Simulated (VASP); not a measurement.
MnO, 2 atoms in the cell. It takes space group I4/mmm (No. 139, tetragonal). Conventional cell: a = 3.082 Å, b = 3.082 Å, c = 4.448 Å, α = 90.00°, β = 90.00°, γ = 90.00°. Mn (site symmetry 4/mmm) has 6 O at 2.18 to 2.22 Å within 2.9 Å. O (site symmetry 4/mmm) has 6 Mn at 2.18 to 2.22 Å within 2.9 Å. 

```yaml
Program: VASP 6.6.1
Task: single point
Functional: PBE
Potentials_or_basis: VASP PAW PBE potentials, release 64 (Mn_pv, O)
Cutoff: 520 eV
k_mesh: 9 × 9 × 9
Occupations: fermi-dirac, width 0.05 eV
Spin: collinear spin, ferromagnetic start
Starting_moments: "[4.0, 0.0] μB"
Dipole_correction: no
Further_INCAR_settings: ALGO = Normal; EDIFF = 1e-06; NBANDS = 20
```

Potentials or basis: VASP PAW PBE potentials, release 64 (Mn_pv, O).

Run with:

```console
$ cat potpaw_PBE.64/Mn_pv/POTCAR potpaw_PBE.64/O/POTCAR > POTCAR
$ mpirun -np 1 vasp_std > vasp.out
```

Hardware: 1 thread of Intel(R) Xeon(R) 6975P-C (Granite Rapids), on a shared host.

Question: How long does it take, and how much memory?

Answer: Run time: 22 s on 1 thread of Intel(R) Xeon(R) 6975P-C (Granite Rapids), on a shared host, peak memory 0.18 GiB. Counts: scf iterations 15, k points 75.
